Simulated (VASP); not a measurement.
**PbS: single point with PBE**

System: PbS, a slab with vacuum.

```
Pb S
1.0
     2.94050   -2.90000    0.00000
     2.94050    2.90000    0.00000
    -1.08005    0.00000   11.35801
Pb S
2 2
Direct
  0.77560 0.77560 0.63638
  0.22440 0.22440 0.36362
  0.26840 0.26840 0.59860
  0.73160 0.73160 0.40140
```

This cell differs from its parent crystal: zz strain of -3 %.

```
Program                : VASP 6.6.1
Task                   : single point
Functional             : PBE
Potentials or basis    : VASP PAW PBE potentials, release 64 (Pb_d, S)
Cutoff                 : 520 eV
k mesh                 : 7 × 7 × 3
Occupations            : fermi-dirac, width 0.01 eV
Spin                   : no spin polarisation
Dipole correction      : no
Further INCAR settings : ALGO = Normal; EDIFF = 1e-06; NBANDS = 28
```

The largest force is 0.224 eV/Å. The band gap on the k mesh is 1.42 eV.

Forces on the atoms (eV/Å):
```
Pb  -0.002  0.000 -0.035
Pb   0.002  0.000  0.035
S   -0.003  0.000  0.224
S    0.003  0.000 -0.224
```

Levels at points of the mesh, in eV from the valence-band top:
```
           k point  band 16  band 17  band 18  band 19  band 20  band 21  band 22  band 23  band 24  band 25
(0.00, 0.00, 0.00)    -2.67    -2.53    -1.42    -1.30     0.00     1.56     3.12     4.90     5.14     5.38
```

Wall time 98 s on 1 thread of AMD EPYC 9R45 96-Core Processor (Zen 5), on a shared host, peak memory 0.37 GiB.

Caveat: the cell differs from its parent crystal (zz strain of -3 %); spin-orbit coupling is left out, which moves the levels of the heavy elements.
